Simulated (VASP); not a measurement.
The system is Au.

```
Au
1.0
    -1.50553    1.50553    1.40760
     1.50553   -1.50553    1.40760
     1.50553    1.50553   -1.40760
Au
1
Direct
  0.00000 0.00000 0.00000
```

```yaml
Program: VASP 6.6.1
Task: relaxation of cell and atoms
Functional: PBE
Potentials_or_basis: VASP PAW PBE potentials, release 64 (Au)
Cutoff: 600 eV
k_mesh: 10 × 10 × 10
Occupations: gaussian, width 0.1 eV
Spin: no spin polarisation
```

At the start: pressure 127.4 GPa; volume 12.76 Å³/atom.

Problem. Where does the relaxation end?

Solution. Over 18 steps the energy falls by 1423.0 meV/atom and the volume is 18.02 Å³/atom (+41.2 %); space group I4/mmm (No. 139, to 0.05 Å).

Step by step:
| step | energy change (eV) | largest force (eV/Å) | pressure (GPa) | volume (Å³) |
| --- | --- | --- | --- | --- |
| 1 | 0.0000 | 0.0000 | 127.45 | 12.76 |
| 2 | 0.4921 | 0.0000 | -8.20 | 42.19 |
| 3 | 0.0624 | 0.0000 | -11.97 | 35.31 |
| 4 | -0.4457 | 0.0000 | -15.43 | 29.39 |
| 5 | -1.3488 | 0.0000 | -10.02 | 19.93 |
| 6 | -1.3085 | 0.0000 | 21.04 | 16.08 |
| 7 | -1.4137 | 0.0000 | -3.09 | 18.44 |
| 8 | -1.4182 | 0.0000 | 0.33 | 17.95 |
| 9 | -1.4181 | 0.0000 | -0.53 | 18.06 |
| 10 | -1.4189 | 0.0000 | 0.49 | 17.93 |
| 11 | -1.4190 | 0.0000 | 0.88 | 17.88 |
| 12 | -1.4194 | 0.0000 | 0.88 | 17.88 |
| 13 | -1.4206 | 0.0000 | 0.94 | 17.88 |
| 14 | -1.4224 | 0.0000 | 1.05 | 17.88 |
| 15 | -1.4177 | 0.0000 | 1.88 | 17.84 |
| 16 | -1.4225 | 0.0000 | 1.12 | 17.88 |
| 17 | -1.4230 | 0.0000 | -0.44 | 18.09 |
| 18 | -1.4230 | 0.0000 | 0.01 | 18.02 |

Final structure:
```xyz
1
Lattice="-1.7246 1.7246 1.5151 1.7246 -1.7246 1.5151 1.7246 1.7246 -1.5151" Properties=species:S:1:pos:R:3 pbc="T T T"
Au    0.0000    0.0000    0.0000
```

Caveat: the volume moved by over 15 % at a fixed basis, so the end points are rough.
